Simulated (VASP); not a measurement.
W, 1 atom in the cell. It takes space group Fm-3m (No. 225, cubic). Conventional cell: a = 4.060 Å, b = 4.060 Å, c = 4.060 Å, α = 90.00°, β = 90.00°, γ = 90.00°. Within 3.8 Å of W (site symmetry m-3m) lie 12 W at 2.87 Å. 

- Program: VASP 6.6.1
- Task: elastic constants
- Functional: PBE
- Potentials or basis: VASP PAW PBE potentials, release 64 (W_sv)
- Cutoff: 600 eV
- k mesh: 8 × 8 × 8
- Occupations: fermi-dirac, width 0.05 eV
- Spin: no spin polarisation
- Dipole correction: no
- Ions in elastic constants: relaxed
- Further INCAR settings: ALGO = Normal; EDIFF = 1e-08; IBRION = 6; POTIM = 0.015; NSW = 1; ISIF = 3

Potentials or basis: VASP PAW PBE potentials, release 64 (W_sv).

Run with:

```sh
$ cat potpaw_PBE.64/W_sv/POTCAR > POTCAR
$ mpirun -np 1 vasp_std > vasp.out
```

Hardware: 1 thread of Intel Xeon 8259CL, with other jobs on the host.

Task: Estimate the wall time of this run.

Result: It took 4.1 min on 1 thread of Intel Xeon 8259CL, on a shared host, peak memory 0.19 GiB. Counts: scf iterations 148, k points 29.
